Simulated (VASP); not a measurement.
# Pb (P-1) in VASP: a series of runs

The runs below take Pb through single point, with PBE, PBEsol, RPBE, revPBE.

Program: VASP 6.6.1. These are calculated values, not measurements. Logs are shortened: lines on timing, memory, paths and dates and some standing lists are left out, and cuts for length are marked.

**1. The cell of the first run**

The typed cell holds 1 atom: a = 3.476 Å, b = 3.523 Å, c = 3.499 Å, α = 59.64°, β = 59.57°, γ = 60.06°.

**2. Single point, PBE**

INCAR reads:

```
SYSTEM = Pb
PREC = Accurate
ENCUT = 520
EDIFF = 1E-6
ISMEAR = -1
SIGMA = 0.05
LREAL = .False.
LASPH = .True.
NELM = 100
ALGO = Fast
ISIF = 2
LWAVE = .False.
LCHARG = .False.
GGA = PE
NBANDS = 13
```

KPOINTS reads:

```
Automatic mesh
0
Gamma
  5 5 5
  0 0 0
```

POSCAR reads:

```
Pb
1.0
    0.0193336300      2.4628699300      2.4528113600
    2.5028571400     -0.0067465600      2.4788915500
    2.4813249000      2.4674178800      0.0147856800
Pb
1
Direct
    0.0000000000      0.0000000000      0.0000000000
```

Potentials or basis: VASP PAW PBE potentials, release 64 (Pb_d).

On the command line:

```console
cat potpaw_PBE.64/Pb_d/POTCAR > POTCAR
mpirun -np 1 vasp_std > vasp.out
```

OUTCAR:

```text
SYSTEM = Pb
   PREC = Accurate
   ENCUT = 520
   EDIFF = 1E-6
   ISMEAR = -1
   LREAL = .False.
   LASPH = .True.
   NELM = 100
   ISIF = 2
   GGA = PE

 ion  position               nearest neighbor table
   1  0.000  0.000  0.000-

  LATTYP: Found a triclinic cell.
 ALAT       =     6.0759608958
 B/A-ratio  =     0.5747170059
 C/A-ratio  =     0.5720860747
 COS(alpha) =     0.0040486270
 COS(beta)  =     0.2850159522
 COS(gamma) =     0.8682541366

  Lattice vectors:

 A1 = (   2.5050557500,  -4.9437809300,   2.4901860600)
 A2 = (   0.0215322400,  -2.4741644400,   2.4641058700)
 A3 = (  -0.0193336300,  -2.4628699300,  -2.4528113600)

Analysis of symmetry for initial positions (statically):
=====================================================================
 Subroutine PRICEL returns:
 Original cell was already a primitive cell.

 Routine SETGRP: Setting up the symmetry group for a
 triclinic supercell.

 Subroutine GETGRP returns: Found  2 space group operations
 (whereof  2 operations were pure point group operations)
 out of a pool of  2 trial point group operations.

The static configuration has the point symmetry S_2 .

Analysis of symmetry for dynamics (positions and initial velocities):
=====================================================================
 Subroutine PRICEL returns:
 Original cell was already a primitive cell.

 Routine SETGRP: Setting up the symmetry group for a
 triclinic supercell.

 Subroutine GETGRP returns: Found  2 space group operations
 (whereof  2 operations were pure point group operations)
 out of a pool of  2 trial point group operations.

The dynamic configuration has the point symmetry S_2 .

 Subroutine INISYM returns: Found  2 space group operations
 (whereof  2 operations are pure point group operations),
 and found     1 'primitive' translations

----------------------------------------------------------------------------------------

                                     Primitive cell

  volume of cell :      30.1282

  direct lattice vectors                    reciprocal lattice vectors
     0.019333630  2.462869930  2.452811360    -0.203017904  0.202930537  0.205532950
     2.502857140 -0.006746560  2.478891550     0.199670019 -0.202001412  0.201255941
     2.481324900  2.467417880  0.014785680     0.203189651  0.202173159 -0.204603826

  length of vectors
     3.475972619  3.522675503  3.499334633     0.353045133  0.348104354  0.352168633

  position of ions in fractional coordinates (direct lattice)
     0.000000000  0.000000000  0.000000000

  ion indices of the primitive-cell ions
   primitive index   ion index
                 1           1

----------------------------------------------------------------------------------------

 KPOINTS: Automatic mesh

Automatic generation of k-mesh.
 Grid dimensions read from file:
 generate k-points for:    5    5    5

 Generating k-lattice:

  Cartesian coordinates                     Fractional coordinates (reciprocal lattice)
    -0.040603581  0.040586107  0.041106590     0.200000000  0.000000000 -0.000000000
     0.039934004 -0.040400282  0.040251188    -0.000000000  0.200000000 -0.000000000
     0.040637930  0.040434632 -0.040920765     0.000000000  0.000000000  0.200000000

  Length of vectors
     0.070609027  0.069620871  0.070433727

  Shift w.r.t. Gamma in fractional coordinates (k-lattice)
     0.000000000  0.000000000  0.000000000

 Subroutine IBZKPT returns following result:
 ===========================================

 Found     63 irreducible k-points:

 Following reciprocal coordinates:
            Coordinates               Weight
  0.000000  0.000000  0.000000      1.000000
  0.200000  0.000000  0.000000      2.000000
  0.400000  0.000000  0.000000      2.000000
 -0.000000  0.200000 -0.000000      2.000000
  0.200000  0.200000  0.000000      2.000000
  0.400000  0.200000  0.000000      2.000000
[... 16 lines left out ...]
 -0.200000  0.200000  0.200000      2.000000
 -0.000000  0.400000  0.200000      2.000000
 [... further k-points ...]
   k-points           NKPTS =     63   k-points in BZ     NKDIM =     63   number of bands    NBANDS=     13
   number of dos      NEDOS =    301   number of ions     NIONS =      1
   total plane-waves  NPLWV =  21952
   dimension x,y,z NGX =    28 NGY =   28 NGZ =   28
   dimension x,y,z NGXF=    56 NGYF=   56 NGZF=   56
   ions per type =               1
   NGX,Y,Z   is equivalent  to a cutoff of  13.39, 13.21, 13.30 a.u.
   NGXF,Y,Z  is equivalent  to a cutoff of  26.78, 26.43, 26.60 a.u.
 SYSTEM =  Pb
   PREC   = accura    normal or accurate (medium, high low for compatibility)
   ISTART =      0    job   : 0-new  1-cont  2-samecut
   ICHARG =      2    charge: 1-file 2-atom 10-const
   ISPIN  =      1    spin polarized calculation?
   LNONCOLLINEAR =      F non collinear calculations
   LSORBIT =      F    spin-orbit coupling
   LASPH  =      T    aspherical Exc in radial PAW
   ENCUT  =  520.0 eV  38.22 Ry    6.18 a.u.   6.46  6.55  6.51*2*pi/ulx,y,z
   NELM   =    100;   NELMIN=  2; NELMDL= -5     # of ELM steps
   EDIFF  = 0.1E-05   stopping-criterion for ELM
   LREAL  =      F    real-space projection
   EDIFFG = 0.1E-04   stopping-criterion for IOM
   NSW    =      0    number of steps for IOM
   IBRION =     -1    ionic relax: 0-MD 1-quasi-New 2-CG
   NFREE  =      0    steps in history (QN), initial steepest desc. (CG)
   ISIF   =      2    stress and relaxation
   ISYM   =      2    0-nonsym 1-usesym 2-fastsym
   POTIM  = 0.5000    time-step for ionic-motion
   TEBEG  =    0.0;   TEEND  =   0.0 temperature during run
   PSTRESS=    0.0 pullay stress
   NELECT =      14.0000    total number of electrons
   NUPDOWN=      -1.0000    fix difference up-down
   EMIN   =  10.00;   EMAX   =-10.00  energy-range for DOS
   EFERMI =   0.00;   METHOD = LEGACY
   ISMEAR =    -1;   SIGMA  =   0.05  broadening in eV -4-tet -1-fermi 0-gaus
   EFERMI_NEDOS =   21; number of points for ismear=-14 and -15
   IALGO  =     68    algorithm
   IMIX   =      4    mixing-type and parameters
     AMIX     =   0.40;   BMIX     =  1.00
     AMIX_MAG =   1.60;   BMIX_MAG =  1.00
  volume/ion in A,a.u.               =      30.13       203.32
  Fermi-wavevector in a.u.,A,eV,Ry     =   1.268021  2.396213 21.876505  1.607878
  Thomas-Fermi vector in A             =   2.401138
   LORBIT       =      0    0 simple, 1 ext, 2 COOP (PROOUT), +10 PAW based schemes
   GGA     = PE    functional components
   LHFCALC =     F    Hartree Fock is set to
   AEXX    =    0.0000 exact exchange contribution
   IVDW    =     0    specifies the selected vdW correction
   LEPSILON=     F    determine dielectric tensor
   LRPA    =     F    only Hartree local field effects (RPA)
 non-spin polarized calculation
 RMM-DIIS sequential band-by-band and
  energy-cutoff  :      520.00
  volume of cell :       30.13
 maximum number of plane-waves:       849
 NGX is ok and might be reduce to    28
   NGX = 13   NGY = 13   NGZ = 13

 number of electron      13.9999999 magnetization

 Free energy of the ion-electron system (eV)
  ---------------------------------------------------
  ext. energy  EPLUGINS =         0.00000000
  ---------------------------------------------------
  free energy    TOTEN  =        -3.52046752 eV

  energy without entropy =       -3.50845849  energy(sigma->0) =       -3.51446301

 E-fermi :   7.0618     XC(G=0): -10.2182

 val. band max:        7.0460029038   @ k =  -0.4000  -0.2000   0.4000
 cond. band min:       7.0690219734   @ k =  -0.2000   0.4000   0.2000
 fundamental gap:      0.0230190696
 Fermi energy:         7.0617698365

 k-point     1 :       0.0000    0.0000    0.0000
  band No.  band energies     occupation
      1      -9.7517      2.00000
      2      -9.7385      2.00000
      3      -9.7247      2.00000
      4      -9.5963      2.00000
      5      -9.5943      2.00000
      6      -4.4488      2.00000
      7      14.6194      0.00000
      8      14.8122      0.00000
      9      15.0117      0.00000
     10      17.1415      0.00000
     11      18.7287      0.00000
     12      19.6834      0.00000
     13      19.9326      0.00000

 k-point     2 :       0.2000    0.0000    0.0000
  band No.  band energies     occupation
      1      -9.7380      2.00000
      2      -9.7086      2.00000
      3      -9.6940      2.00000
      4      -9.5843      2.00000
      5      -9.5829      2.00000
      6      -3.6603      2.00000
      7       9.7709      0.00000
      8      13.8836      0.00000
      9      14.0366      0.00000
     10      16.3761      0.00000
     11      19.4836      0.00000
     12      20.0963      0.00000
     13      20.2629      0.00000

 k-point     3 :       0.4000    0.0000    0.0000
  band No.  band energies     occupation
      1      -9.7613      2.00000
      2      -9.7276      2.00000
      3      -9.7127      2.00000
      4      -9.4834      2.00000
      5      -9.4718      2.00000
      6      -1.4756      2.00000
      7       4.3343      2.00000
      8      12.9297      0.00000
      9      13.0667      0.00000
     10      16.2975      0.00000
     11      17.2752      0.00000
     12      18.6067      0.00000
     13      18.7764      0.00000

 k-point     4 :      -0.0000    0.2000   -0.0000
  band No.  band energies     occupation
      1      -9.7494      2.00000
      2      -9.7136      2.00000
      3      -9.6943      2.00000
      4      -9.5787      2.00000
      5      -9.5776      2.00000
      6      -3.6874      2.00000
      7       9.4827      0.00000
      8      14.0742      0.00000
      9      14.2424      0.00000
     10      16.5606      0.00000
     11      19.5681      0.00000
     12      20.1950      0.00000
     13      20.4187      0.00000

 k-point     5 :       0.2000    0.2000    0.0000
  band No.  band energies     occupation
      1      -9.7878      2.00000
      2      -9.6619      2.00000
      3      -9.6409      2.00000
      4      -9.6341      2.00000
      5      -9.5520      2.00000
      6      -3.4066      2.00000
      7      10.9768      0.00000
      8      12.0704      0.00000
      9      12.1100      0.00000
     10      15.3585      0.00000
     11      16.2986      0.00000
     12      23.1652      0.00000
     13      23.3912      0.00000
[... 257 lines left out ...]
 k-point    22 :      -0.4000    0.2000    0.2000
  band No.  band energies     occupation
      1      -9.7682      2.00000
      2      -9.6817      2.00000
      3      -9.6436      2.00000
      4      -9.5282      2.00000
      5      -9.4800      2.00000
      6      -0.3112      2.00000
      7       4.0696      2.00000
      8       8.5840      0.00000
      9      11.8731      0.00000
     10      14.9579      0.00000
     11      19.8722      0.00000
     12      20.5763      0.00000
     13      23.3366      0.00000

 k-point    23 :      -0.2000    0.2000    0.2000
  band No.  band energies     occupation
      1      -9.8044      2.00000
      2      -9.7023      2.00000
      3      -9.6172      2.00000
      4      -9.5582      2.00000
      5      -9.4660      2.00000
      6      -1.6773      2.00000
      7       6.3294      2.00000
      8      10.2105      0.00000
      9      11.1544      0.00000
     10      14.6367      0.00000
     11      18.1301      0.00000
     12      21.5145      0.00000
     13      21.9412      0.00000

 k-point    24 :      -0.0000    0.4000    0.2000
  band No.  band energies     occupation
      1      -9.8045      2.00000
      2      -9.6998      2.00000
      3      -9.6174      2.00000
      4      -9.5616      2.00000
      5      -9.4732      2.00000
      6      -1.7529      2.00000
      7       6.2372      2.00000
      8      10.2591      0.00000
      9      11.3098      0.00000
     10      14.7475      0.00000
     11      18.1762      0.00000
     12      21.6972      0.00000
     13      22.2187      0.00000

 [... further k-points ...]
[... 5 lines left out ...]
  --------------------------------------------------------------------------------------
  -------------------------------------------------------------------------------------
  Total        0.5154868      0.4125068      0.3247081      0.0059261      0.0307850     -0.1191908
  in kB       27.4129100     21.9365699     17.2675511      0.3151428      1.6371064     -6.3384116
  external PRESSURE =      22.2056770 kB  Pullay stress =       0.0000000 kB

 VOLUME and BASIS-vectors are now :
 -----------------------------------------------------------------------------
  energy-cutoff  :      520.00
  volume of cell :       30.13
      direct lattice vectors                 reciprocal lattice vectors
     0.019333630  2.462869930  2.452811360    -0.203017904  0.202930537  0.205532950
     2.502857140 -0.006746560  2.478891550     0.199670019 -0.202001412  0.201255941
     2.481324900  2.467417880  0.014785680     0.203189651  0.202173159 -0.204603826

 POSITION                                       TOTAL-FORCE (eV/Angst)
 -----------------------------------------------------------------------------------
      0.00000      0.00000      0.00000         0.000000      0.000000     -0.000000
 -----------------------------------------------------------------------------------
    total drift:                               -0.000000     -0.000000     -0.000000

  FREE ENERGIE OF THE ION-ELECTRON SYSTEM (eV)
  ---------------------------------------------------
  free  energy   TOTEN  =        -3.5204675224 eV

  energy  without entropy=       -3.5084584900  energy(sigma->0) =       -3.51446301
```

Run time: 20 s. Hardware: 1 thread of Intel Xeon 6975P-C, shared host; peak memory 0.16 GiB.

What came out:

- Free energy: -3.5205 eV
- Pressure: 2.2 GPa
- Band gap on the k mesh: zero (band 7 reaches 14.62 eV, above the bottom of band 8 at 6.67 eV)

Stress tensor (GPa, compression positive):
```
 2.74  0.03 -0.63
 0.03  2.19  0.16
-0.63  0.16  1.73
```

Caveat: the k points lie up to 0.44 Å⁻¹ apart; spin-orbit coupling is left out, which moves the levels of the heavy elements.

(Continued in part 2 of 2.)
